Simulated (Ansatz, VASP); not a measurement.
## AlN: VASP beside Ansatz

```
CELL_PARAMETERS angstrom
-1.63784 2.83682 0.00000
0.00000 0.00000 4.10063
4.91352 2.83682 0.00000
ATOMIC_POSITIONS crystal
Al 0.38779 0.75000 0.10403
Al 0.00000 0.75000 0.66667
Al 0.00000 0.25000 0.33333
Al 0.50000 0.25000 0.83333
N 0.50000 0.25000 0.16667
N 0.00000 0.25000 0.66667
N 0.00000 0.75000 0.33333
N 0.50000 0.75000 0.83333
```

Alike in both runs: task single point; functional LDA; k mesh 8 × 6 × 4; occupations gaussian, width 0.05 eV; no spin polarisation.

|  | VASP | Ansatz |
| --- | --- | --- |
| version | VASP 6.6.1 | Ansatz 0.2.0 |
| potentials or method | VASP PAW LDA potentials, release 64 (Al, N), cutoff 520 eV | scalar-relativistic, plane waves, PAW |
| valence electrons in the cell | 32 | 32 |

VASP gave:

| Item | Value |
| --- | --- |
| gap on the k mesh at the Fermi level (eV) | 2.53 |
| least direct gap on the mesh (eV) | 2.53 |
| pressure (GPa) | 9.4 |
| traceless stress, the component that is largest in VASP (GPa) | 17.37 |
| rms of the force components (eV/Å) | 2.867 |

Question: What did Ansatz give for the same quantities?

Answer: gap on the k mesh at the Fermi level (eV): 2.53; least direct gap on the mesh (eV): 2.53; pressure (GPa): 8.5; traceless stress, the component that is largest in VASP (GPa): 16.71; rms of the force components (eV/Å): 2.825.

Ansatz warns that its potentials were made for another functional, while VASP's fit it. LDA's correlation is that of Perdew and Zunger in VASP and of Perdew and Wang (1992) in Ansatz. Atom by atom the forces differ by 0.049 eV/Å (rms over components).
